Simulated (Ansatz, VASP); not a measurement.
This is a calculation of PbF2 for VASP 6.6.1.

POSCAR

```
PbF2
1.0
    0.0000000000      2.9636600000      2.9636600000
    2.9636600000      0.0000000000      2.9636600000
    2.9636600000      2.9636600000      0.0000000000
Pb F
1 2
Direct
    0.0000000000      0.0000000000      0.0000000000
    0.7500000000      0.7500000000      0.7500000000
    0.2500000000      0.2500000000      0.2500000000
```

The input INCAR.step1:

```
SYSTEM = PbF2
PREC = Accurate
ENCUT = 660
ISMEAR = -1
SIGMA = 0.05
LREAL = .False.
LASPH = .True.
NELM = 120
GGA = PE
ALGO = Normal
EDIFF = 1E-5
LWAVE = .True.
LCHARG = .False.
GGA_COMPAT = .False.
IBRION = 2
ISIF = 3
EDIFFG = -0.005
NELMIN = 4
NSW = 100
```

File INCAR.step2:

```
SYSTEM = PbF2
PREC = Accurate
ENCUT = 660
EDIFF = 1E-7
ISMEAR = -1
SIGMA = 0.05
LREAL = .False.
LASPH = .True.
NELM = 120
ALGO = Normal
ISIF = 3
LWAVE = .False.
LCHARG = .False.
METAGGA = R2SCAN
LMIXTAU = .True.
IBRION = 2
NSW = 60
EDIFFG = -0.01
ISTART = 1
GGA_COMPAT = .False.
NELMIN = 4
```

The input KPOINTS:

```
regular mesh
0
Gamma
  8 8 8
  0 0 0
```

Potentials or basis: VASP PAW PBE potentials, release 64 (Pb_d, F).

Command:

```bash
$ cat potpaw_PBE.64/Pb_d/POTCAR potpaw_PBE.64/F/POTCAR > POTCAR
$ cp INCAR.step1 INCAR
$ mpirun -np 1 vasp_std > vasp.out
$ cp INCAR.step2 INCAR
$ mpirun -np 1 vasp_std > vasp.out
```

Question: Set up the same calculation for Ansatz 0.2.0. Potentials there: Ansatz PAW.

Answer: As run (the cutoff follows the program's own potentials):

input.yaml

```yaml
crystal:
  lattice:
    - [0.0, 2.96366, 2.96366]
    - [2.96366, 0.0, 2.96366]
    - [2.96366, 2.96366, 0.0]
  atoms:
    - { symbol: Pb, position: [0.0, 0.0, 0.0] }
    - { symbol: F, position: [0.75, 0.75, 0.75] }
    - { symbol: F, position: [0.25, 0.25, 0.25] }
hamiltonian:
  xc: r2scan
  pseudopotentials: { kind: paw }
kpoints:
  mp_grid: { grid: [8, 8, 8] }
scf:
  occupations: { method: fermi_dirac, width: 0.05 }
output:
  forces: true
  stress: true
  eigenvalues: true
relax:
  f_tol: 0.01
  max_steps: 40
  cell: { stress_tol: 0.05 }
```

Potentials or basis: Ansatz PAW.

Run with:

```sh
$ ansatz run input.yaml --threads 1 --pin off --max-ram 3584MiB --backend cpu --events-out ev --progress --plain --runs-dir out
```

Both were run:

|  | VASP | Ansatz | Ansatz less VASP |
| --- | --- | --- | --- |
| gap on the k mesh at the Fermi level, each at its own relaxed structure (eV) | 4.93 | 4.93 | -0.002 |
| relaxed volume (Å³/atom) | 17.26 | 17.30 | +0.037 |
| relaxed length of the cell vector where the two differ most in proportion (Å) | 4.184 | 4.187 | +0.0030 |

VASP's potentials were made for PBE, not for r2SCAN.

Neither program's run includes spin-orbit coupling. Noted on Ansatz's run: the plane-wave basis is chosen anew once the cell has moved, so the energies of steps on either side of that aren't comparable.
